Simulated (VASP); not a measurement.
# CrRh (P-6m2) in VASP: notebook

CrRh is run at these levels: LDA; tasks: single point.

All numbers are computed with VASP 6.6.1; they aren't measurements. Logs are shortened: lines on timing, memory, paths and dates and some standing lists are left out, and cuts for length are marked.

**1. The cell of the first run**

It takes space group P-6m2 (No. 187, hexagonal). The conventional cell has a = 2.673 Å, b = 2.673 Å, c = 4.219 Å, α = 90.00°, β = 90.00°, γ = 120.00°. Cr (site symmetry -6m2) has 6 Rh at 2.61 Å and 6 Cr at 2.67 Å within 3.4 Å. Within 3.4 Å of Rh (site symmetry -6m2) lie 6 Cr at 2.61 Å and 6 Rh at 2.67 Å.

**2. Single point, LDA, collinear spin, ferromagnetic start**

INCAR reads:

```
SYSTEM = CrRh
PREC     = Accurate       ! precision mode
ENCUT    = 520            ! plane-wave cutoff, eV
EDIFF    = 1E-7           ! SCF threshold, eV
ISMEAR   = -1             ! smearing method
SIGMA    = 0.15           ! smearing width, eV
LREAL    = .False.        ! projectors in reciprocal space
LASPH    = .True.         ! aspherical terms in the spheres
NELM     = 150            ! most SCF steps
ALGO     = Normal         ! electronic algorithm
ISIF     = 2              ! what is computed and relaxed
LWAVE    = .False.        ! write WAVECAR
LCHARG   = .False.        ! write CHGCAR
ISPIN    = 2              ! spin polarisation
MAGMOM   = 3.9 0          ! initial moments
LORBIT   = 11             ! projections on sites
LMAXMIX  = 4              ! l up to which the mixer works
NBANDS   = 24             ! bands
```

KPOINTS reads:

```
regular mesh
0
Gamma
  14 14 8
  0 0 0
```

POSCAR reads:

```
CrRh
1.0
    2.6729580000      0.0000000000      0.0000000000
   -1.3364790000      2.3148490000      0.0000000000
    0.0000000000      0.0000000000      4.2193860000
Cr Rh
1 1
Direct
    0.6666666667      0.3333333333      0.5000000000
    0.3333333333      0.6666666667      0.0000000000
```

Potentials or basis: VASP PAW LDA potentials, release 64 (Cr_pv, Rh_pv).

On the command line:

```sh
$ cat potpaw_LDA.64/Cr_pv/POTCAR potpaw_LDA.64/Rh_pv/POTCAR > POTCAR
$ mpirun -np 1 vasp_std > vasp.out
```

OUTCAR:

```text
SYSTEM = CrRh
   PREC = Accurate
   ENCUT = 520
   EDIFF = 1E-7
   ISMEAR = -1
   LREAL = .False.
   LASPH = .True.
   NELM = 150
   ISIF = 2
   ISPIN = 2
   LORBIT = 11

 ion  position               nearest neighbor table
   1  0.667  0.333  0.500-   2 2.61   2 2.61   2 2.61   2 2.61   2 2.61   2 2.61
   2  0.333  0.667  0.000-   1 2.61   1 2.61   1 2.61   1 2.61   1 2.61   1 2.61

  LATTYP: Found a hexagonal cell.
 ALAT       =     2.6729580000
 C/A-ratio  =     1.5785455664

  Lattice vectors:

 A1 = (   2.6729580000,   0.0000000000,   0.0000000000)
 A2 = (  -1.3364790000,   2.3148490000,   0.0000000000)
 A3 = (   0.0000000000,   0.0000000000,   4.2193860000)

Analysis of symmetry for initial positions (statically):
=====================================================================
 Subroutine PRICEL returns:
 Original cell was already a primitive cell.

 Routine SETGRP: Setting up the symmetry group for a
 hexagonal supercell.

 Subroutine GETGRP returns: Found 12 space group operations
 (whereof 12 operations were pure point group operations)
 out of a pool of 24 trial point group operations.

The static configuration has the point symmetry D_3h.

Analysis of symmetry for dynamics (positions and initial velocities):
=====================================================================
 Subroutine PRICEL returns:
 Original cell was already a primitive cell.

 Routine SETGRP: Setting up the symmetry group for a
 hexagonal supercell.

 Subroutine GETGRP returns: Found 12 space group operations
 (whereof 12 operations were pure point group operations)
 out of a pool of 24 trial point group operations.

The dynamic configuration has the point symmetry D_3h.

Analysis of structural, dynamic, and magnetic symmetry:
=====================================================================
 Subroutine PRICEL returns:
 Original cell was already a primitive cell.

 Routine SETGRP: Setting up the symmetry group for a
 hexagonal supercell.

 Subroutine GETGRP returns: Found 12 space group operations
 (whereof 12 operations were pure point group operations)
 out of a pool of 24 trial point group operations.

The overall configuration has the point symmetry D_3h.

 Subroutine INISYM returns: Found 12 space group operations
 (whereof 12 operations are pure point group operations),
 and found     1 'primitive' translations

----------------------------------------------------------------------------------------

                                     Primitive cell

  volume of cell :      26.1074

  direct lattice vectors                    reciprocal lattice vectors
     2.672958000  0.000000000  0.000000000     0.374117364  0.215996810  0.000000000
    -1.336479000  2.314849000  0.000000000     0.000000000  0.431993620  0.000000000
     0.000000000  0.000000000  4.219386000     0.000000000  0.000000000  0.237001308

  length of vectors
     2.672958000  2.672957540  4.219386000     0.431993546  0.431993620  0.237001308

  position of ions in fractional coordinates (direct lattice)
     0.666666667  0.333333333  0.500000000
     0.333333333  0.666666667  0.000000000

  ion indices of the primitive-cell ions
   primitive index   ion index
                 1           1
                 2           2

----------------------------------------------------------------------------------------

 KPOINTS: regular mesh

Automatic generation of k-mesh.
 Grid dimensions read from file:
 generate k-points for:   14   14    8

 Generating k-lattice:

  Cartesian coordinates                     Fractional coordinates (reciprocal lattice)
     0.026722669  0.015428344  0.000000000     0.071428571  0.000000000  0.000000000
     0.000000000  0.030856687  0.000000000     0.000000000  0.071428571  0.000000000
     0.000000000  0.000000000  0.029625163     0.000000000  0.000000000  0.125000000

  Length of vectors
     0.030856682  0.030856687  0.029625163

  Shift w.r.t. Gamma in fractional coordinates (k-lattice)
     0.000000000  0.000000000  0.000000000

 Subroutine IBZKPT returns following result:
 ===========================================

 Found    120 irreducible k-points:

 Following reciprocal coordinates:
            Coordinates               Weight
  0.000000  0.000000  0.000000      1.000000
  0.071429  0.000000  0.000000      6.000000
  0.142857  0.000000  0.000000      6.000000
  0.214286 -0.000000  0.000000      6.000000
  0.285714  0.000000  0.000000      6.000000
  0.357143 -0.000000  0.000000      6.000000
[... 16 lines left out ...]
  0.285714  0.285714  0.000000      6.000000
  0.357143  0.285714  0.000000      6.000000
 [... further k-points ...]
   k-points           NKPTS =    120   k-points in BZ     NKDIM =    120   number of bands    NBANDS=     24
   number of dos      NEDOS =    301   number of ions     NIONS =      2
   total plane-waves  NPLWV =  12800
   dimension x,y,z NGX =    20 NGY =   20 NGZ =   32
   dimension x,y,z NGXF=    40 NGYF=   40 NGZF=   64
   ions per type =               1   1
   NGX,Y,Z   is equivalent  to a cutoff of  12.44, 12.44, 12.61 a.u.
   NGXF,Y,Z  is equivalent  to a cutoff of  24.88, 24.88, 25.22 a.u.
 SYSTEM =  CrRh
   PREC   = accura    normal or accurate (medium, high low for compatibility)
   ISTART =      0    job   : 0-new  1-cont  2-samecut
   ICHARG =      2    charge: 1-file 2-atom 10-const
   ISPIN  =      2    spin polarized calculation?
   LNONCOLLINEAR =      F non collinear calculations
   LSORBIT =      F    spin-orbit coupling
   LASPH  =      T    aspherical Exc in radial PAW
   ENCUT  =  520.0 eV  38.22 Ry    6.18 a.u.   4.97  4.97  7.85*2*pi/ulx,y,z
   NELM   =    150;   NELMIN=  2; NELMDL= -5     # of ELM steps
   EDIFF  = 0.1E-06   stopping-criterion for ELM
   LREAL  =      F    real-space projection
   EDIFFG = 0.1E-05   stopping-criterion for IOM
   NSW    =      0    number of steps for IOM
   IBRION =     -1    ionic relax: 0-MD 1-quasi-New 2-CG
   NFREE  =      0    steps in history (QN), initial steepest desc. (CG)
   ISIF   =      2    stress and relaxation
   ISYM   =      2    0-nonsym 1-usesym 2-fastsym
   POTIM  = 0.5000    time-step for ionic-motion
   TEBEG  =    0.0;   TEEND  =   0.0 temperature during run
   PSTRESS=    0.0 pullay stress
   NELECT =      27.0000    total number of electrons
   NUPDOWN=      -1.0000    fix difference up-down
   EMIN   =  10.00;   EMAX   =-10.00  energy-range for DOS
   EFERMI =   0.00;   METHOD = LEGACY
   ISMEAR =    -1;   SIGMA  =   0.15  broadening in eV -4-tet -1-fermi 0-gaus
   EFERMI_NEDOS =   21; number of points for ismear=-14 and -15
   IALGO  =     38    algorithm
   IMIX   =      4    mixing-type and parameters
     AMIX     =   0.40;   BMIX     =  1.00
     AMIX_MAG =   1.60;   BMIX_MAG =  1.00
  volume/ion in A,a.u.               =      13.05        88.09
  Fermi-wavevector in a.u.,A,eV,Ry     =   1.655547  3.128529 37.291316  2.740834
  Thomas-Fermi vector in A             =   2.743624
   LORBIT       =     11    0 simple, 1 ext, 2 COOP (PROOUT), +10 PAW based schemes
   GGA     = CA    functional components
   LHFCALC =     F    Hartree Fock is set to
   AEXX    =    0.0000 exact exchange contribution
   IVDW    =     0    specifies the selected vdW correction
   LEPSILON=     F    determine dielectric tensor
   LRPA    =     F    only Hartree local field effects (RPA)
 spin polarized calculation
  energy-cutoff  :      520.00
  volume of cell :       26.11
 maximum number of plane-waves:       722
 NGX is ok and might be reduce to    20
   NGX =  9   NGY =  9   NGZ = 15

 number of electron      26.9999996 magnetization       0.0002269

 Free energy of the ion-electron system (eV)
  ---------------------------------------------------
  ext. energy  EPLUGINS =         0.00000000
  ---------------------------------------------------
  free energy    TOTEN  =       -19.33929631 eV

  energy without entropy =      -19.16361881  energy(sigma->0) =      -19.25145756

 E-fermi :  10.8245     XC(G=0): -13.9890

 val. band max:       10.8222745158   @ k =   0.2857   0.1429   0.3750
 cond. band min:      10.8269373650   @ k =   0.3571   0.0714   0.3750
 fundamental gap:      0.0046628492
 Fermi energy:        10.8245074514

 spin component 1

 k-point     1 :       0.0000    0.0000    0.0000
  band No.  band energies     occupation
      1     -35.7955      1.00000
      2     -35.4044      1.00000
      3     -35.4044      1.00000
      4     -31.8607      1.00000
      5     -31.5248      1.00000
      6     -31.5248      1.00000
[... 16 lines left out ...]
     23      31.0526      0.00000
     24      31.4147      0.00000

 k-point     2 :       0.0714    0.0000    0.0000
  band No.  band energies     occupation
      1     -35.7897      1.00000
      2     -35.4352      1.00000
      3     -35.4118      1.00000
      4     -31.8597      1.00000
      5     -31.5470      1.00000
      6     -31.5298      1.00000
[... 16 lines left out ...]
     23      31.0536      0.00000
     24      31.0585      0.00000

 k-point     3 :       0.1429    0.0000    0.0000
  band No.  band energies     occupation
      1     -35.7733      1.00000
      2     -35.5210      1.00000
      3     -35.4324      1.00000
      4     -31.8569      1.00000
      5     -31.6090      1.00000
      6     -31.5440      1.00000
[... 16 lines left out ...]
     23      30.4333      0.00000
     24      31.0580      0.00000
[... 514 lines left out ...]
 k-point    23 :       0.2857    0.2857    0.0000
  band No.  band energies     occupation
      1     -35.8922      1.00000
      2     -35.7380      1.00000
      3     -35.6667      1.00000
      4     -31.8758      1.00000
      5     -31.8386      1.00000
      6     -31.7617      1.00000
[... 16 lines left out ...]
     23      26.4629      0.00000
     24      26.9782      0.00000

 k-point    24 :       0.3571    0.2857    0.0000
  band No.  band energies     occupation
      1     -35.8723      1.00000
      2     -35.7812      1.00000
      3     -35.6630      1.00000
      4     -31.8610      1.00000
      5     -31.8380      1.00000
      6     -31.7932      1.00000
[... 16 lines left out ...]
     23      25.8431      0.00000
     24      26.1701      0.00000

 [... further k-points ...]

 spin component 2

 k-point     1 :       0.0000    0.0000    0.0000
  band No.  band energies     occupation
      1     -35.7955      1.00000
      2     -35.4044      1.00000
      3     -35.4044      1.00000
      4     -31.8605      1.00000
      5     -31.5246      1.00000
      6     -31.5246      1.00000
[... 16 lines left out ...]
     23      31.0525      0.00000
     24      31.4148      0.00000

 k-point     2 :       0.0714    0.0000    0.0000
  band No.  band energies     occupation
      1     -35.7897      1.00000
      2     -35.4352      1.00000
      3     -35.4118      1.00000
      4     -31.8595      1.00000
      5     -31.5468      1.00000
      6     -31.5296      1.00000
[... 16 lines left out ...]
     23      31.0537      0.00000
     24      31.0585      0.00000

 k-point     3 :       0.1429    0.0000    0.0000
  band No.  band energies     occupation
      1     -35.7734      1.00000
      2     -35.5210      1.00000
      3     -35.4324      1.00000
      4     -31.8567      1.00000
      5     -31.6088      1.00000
      6     -31.5438      1.00000
[... 16 lines left out ...]
     23      30.4333      0.00000
     24      31.0622      0.00000
[... 514 lines left out ...]
 k-point    23 :       0.2857    0.2857    0.0000
  band No.  band energies     occupation
      1     -35.8922      1.00000
      2     -35.7380      1.00000
      3     -35.6667      1.00000
      4     -31.8757      1.00000
      5     -31.8384      1.00000
      6     -31.7615      1.00000
[... 16 lines left out ...]
     23      26.4630      0.00000
     24      26.9783      0.00000

 k-point    24 :       0.3571    0.2857    0.0000
  band No.  band energies     occupation
      1     -35.8723      1.00000
      2     -35.7812      1.00000
      3     -35.6631      1.00000
      4     -31.8608      1.00000
      5     -31.8378      1.00000
      6     -31.7930      1.00000
[... 16 lines left out ...]
     23      25.8432      0.00000
     24      26.1701      0.00000

 [... further k-points ...]
[... 5 lines left out ...]
  --------------------------------------------------------------------------------------
  -------------------------------------------------------------------------------------
  Total       -2.8633036     -2.8633022     -3.0221317      0.0000000      0.0000000      0.0000000
  in kB     -175.7170552   -175.7169746   -185.4641211      0.0000000      0.0000000      0.0000000
  external PRESSURE =    -178.9660503 kB  Pullay stress =       0.0000000 kB

 VOLUME and BASIS-vectors are now :
 -----------------------------------------------------------------------------
  energy-cutoff  :      520.00
  volume of cell :       26.11
      direct lattice vectors                 reciprocal lattice vectors
     2.672958000  0.000000000  0.000000000     0.374117364  0.215996810  0.000000000
    -1.336479000  2.314849000  0.000000000     0.000000000  0.431993620  0.000000000
     0.000000000  0.000000000  4.219386000     0.000000000  0.000000000  0.237001308

 POSITION                                       TOTAL-FORCE (eV/Angst)
 -----------------------------------------------------------------------------------
      1.33648      0.77162      2.10969        -0.000000      0.000000      0.000000
     -0.00000      1.54323      0.00000         0.000000     -0.000000      0.000000
 -----------------------------------------------------------------------------------
    total drift:                                0.000001      0.000000      0.000000

  FREE ENERGIE OF THE ION-ELECTRON SYSTEM (eV)
  ---------------------------------------------------
  free  energy   TOTEN  =       -19.3392963113 eV

  energy  without entropy=      -19.1636188114  energy(sigma->0) =      -19.25145756

 total charge

# of ion       s       p       d       tot
------------------------------------------
    1        0.384   6.313   4.143  10.841
    2        0.451   6.342   7.098  13.891
--------------------------------------------------
tot          0.836  12.656  11.241  24.733

 magnetization (x)

# of ion       s       p       d       tot
------------------------------------------
    1        0.000   0.000   0.000   0.000
    2       -0.000   0.000  -0.000  -0.000
--------------------------------------------------
tot         -0.000   0.000   0.000   0.000
```

Wall time 54 s (1 thread of AMD EPYC 9R45 (Zen 5), shared host); peak memory 0.19 GiB.

Results:

```
Free energy                                           : -19.3393 eV
Pressure                                              : -17.9 GPa
Net moment                                            : 0.00 μB per cell
Valence electrons inside the program's atomic spheres : Cr 10.84; Rh 13.89
```

Stress tensor (GPa, compression positive):
```
-17.57   0.00   0.00
  0.00 -17.57   0.00
  0.00   0.00 -18.55
```

Caveat: the starting moments collapsed, and a magnetic state may lie lower.

**3. Single point, LDA, collinear spin, ferromagnetic start**

INCAR reads:

```
PREC = Accurate
ENCUT = 520
EDIFF = 1E-6
ISMEAR = -1
SIGMA = 0.15
LREAL = False
LASPH = True
NELM = 150
ALGO = Normal
ISIF = 2
LWAVE = False
LCHARG = True
ISPIN = 2
MAGMOM = 3.9 0
LORBIT = 11
LMAXMIX = 4
LELF = True
LVHAR = True
NBANDS = 24
```

KPOINTS reads:

```
Automatic mesh
0
Gamma
  14 14 8
```

POSCAR is that of step 2.

Potentials or basis: VASP PAW LDA potentials, release 64 (Cr_pv, Rh_pv).

On the command line:

```sh
$ cat potpaw_LDA.64/Cr_pv/POTCAR potpaw_LDA.64/Rh_pv/POTCAR > POTCAR
$ mpirun -np 1 vasp_std > vasp.out
```

Wall time 50 s (1 thread of AMD EPYC 9R45 (Zen 5), shared host); peak memory 0.19 GiB.

It converged, with:

* Free energy: -19.3393 eV
* Pressure: -18.0 GPa
* Net moment: 0.00 μB per cell
* Valence electrons inside the program's atomic spheres: Cr 10.84; Rh 13.89

Stress tensor (GPa, compression positive):
```
-17.67   0.00   0.00
  0.00 -17.67   0.00
  0.00   0.00 -18.63
```

Levels at points of the mesh, in eV from the Fermi level:
Spin up:
```
           k point  band 10  band 11  band 12  band 13  band 14  band 15  band 16  band 17  band 18  band 19
(0.00, 0.00, 0.00)    -2.82    -1.26    -1.20    -1.20    -0.28    -0.28     1.02     1.38     1.38     5.49
(0.50, 0.00, 0.00)    -2.41    -1.73    -1.08    -0.56     0.73     1.78     2.05     3.36     5.27     5.51
(0.00, 0.00, 0.50)    -2.97    -2.97    -1.54    -1.54    -1.08     0.54     0.54     1.20     1.20     5.49
(0.50, 0.00, 0.50)    -2.35    -1.58     0.24     0.24     0.79     0.87     2.05     2.90     2.99     5.49
```
Spin down:
```tsv
k point	band 12	band 13	band 14	band 15	band 16	band 17
(0.00, 0.00, 0.00)	-1.20	-1.20	-0.27	-0.27	1.02	1.38
(0.50, 0.00, 0.00)	-1.08	-0.56	0.73	1.78	2.05	3.36
(0.00, 0.00, 0.50)	-1.54	-1.54	-1.08	0.54	0.54	1.20
(0.50, 0.00, 0.50)	0.24	0.24	0.79	0.87	2.05	2.90
```

Caveat: the starting moments collapsed, and a magnetic state may lie lower.
